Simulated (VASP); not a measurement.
Co:

```xyz
2
Lattice="2.6163 0.0000 0.0000 -1.3082 2.2658 0.0000 0.0000 0.0000 4.2203" Properties=species:S:1:pos:R:3 pbc="T T T"
Co    1.3082    0.7553    1.0551
Co    0.0000    1.5105    3.1652
```

Base run:

```yaml
Program: VASP 6.6.1
Functional: LDA
Potentials_or_basis: VASP PAW LDA potentials, release 64 (Co)
Cutoff: 520 eV
k_mesh: 24 × 24 × 12
Occupations: gaussian, width 0.15 eV
Spin: collinear spin, ferromagnetic start
Starting_moments: "[1.65, 1.65] μB"
Fixed_moment: 3.3 μB
```

Its results: pressure -35.7 GPa; site moments Co +1.67 μB.

The run is repeated on the same cell with these changes: fixed moment from 3.3 μB to 4.4 μB; moments at the start from [1.65, 1.65] to [2.2, 2.2]. What comes out?

Pressure -27.1 GPa; site moments Co +2.16 μB.

Caveats: the total moment is fixed, so each spin has its own Fermi level.
